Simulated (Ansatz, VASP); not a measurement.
Two plane-wave programs on Ge

```
Ge
1.0
     2.71047    0.00000    0.00000
     0.00000    2.71047    0.00000
     0.00000    0.00000    2.71047
Ge
1
Direct
  0.00000 0.00000 0.00000
```

Alike in both runs: task relaxation of cell and atoms; functional PBE0; k mesh 5 × 5 × 5; occupations fermi-dirac, width 0.05 eV; no spin polarisation.

|  | VASP | Ansatz |
| --- | --- | --- |
| version | VASP 6.6.1 | Ansatz 0.2.0 |
| potentials or method | VASP PAW PBE potentials, release 64 (Ge_d) | Ansatz PAW |
| plane-wave cutoff (eV) | 600 | 420 |
| valence electrons in the cell | 14 | 14 |

Ansatz gave:

```
gap on the k mesh at the Fermi level, each at its own relaxed structure (eV) : none
relaxed volume (Å³/atom)                                                     : 19.56
relaxed cell length with the largest relative difference (Å)                 : 2.694
```

Q: What did VASP give for the same quantities?

A: gap on the k mesh at the Fermi level, each at its own relaxed structure (eV): none; relaxed volume (Å³/atom): 19.52; relaxed cell length with the largest relative difference (Å): 2.693.

A gap of «none» marks a metal or a gap that the smearing closes.

The k mesh is coarse, so the values compare programs but aren't converged. Noted on Ansatz's run: the plane-wave basis is chosen anew once the cell has moved, so the energies of steps on either side of that aren't comparable.
